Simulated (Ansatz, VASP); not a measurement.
CoSi: VASP beside Ansatz

```
CELL_PARAMETERS angstrom
2.82694 0.00000 0.00000
0.00000 2.82694 0.00000
0.00000 0.00000 2.82694
ATOMIC_POSITIONS crystal
Co 0.00000 0.00000 0.00000
Si 0.50000 0.50000 0.50000
```

Change from the starting cell: volume scaled by 1.05, PAW files.

Alike in both runs: task single point; functional PBE; k mesh 14 × 14 × 14; occupations fermi-dirac, width 0.03 eV; collinear spin.

|  | VASP | Ansatz |
| --- | --- | --- |
| version | VASP 6.6.1 | Ansatz 0.2.0 |
| potentials or method | VASP PAW PBE potentials, release 64 (Co, Si) | PAW with Ansatz's default frozen-core files, scalar-relativistic |
| plane-wave cutoff (eV) | 520 | 420 |
| valence electrons in the cell | 13 | 21 |

```csv
,VASP,Ansatz,Ansatz less VASP
pressure (GPa),-8.4,-8.1,+0.26
net moment per atom (μB),0.34,0.35,+0.013
size of the moment on the site where the two differ most (μB),0.68,0.71,+0.033
```

Site moments also hang on the region over which each program counts them. The functional is the same, so the differences come from potentials, cutoffs and numerics. VASP's potentials hold 13 valence electrons a cell and Ansatz's 21, so a difference there can come from the potentials and not from the codes.
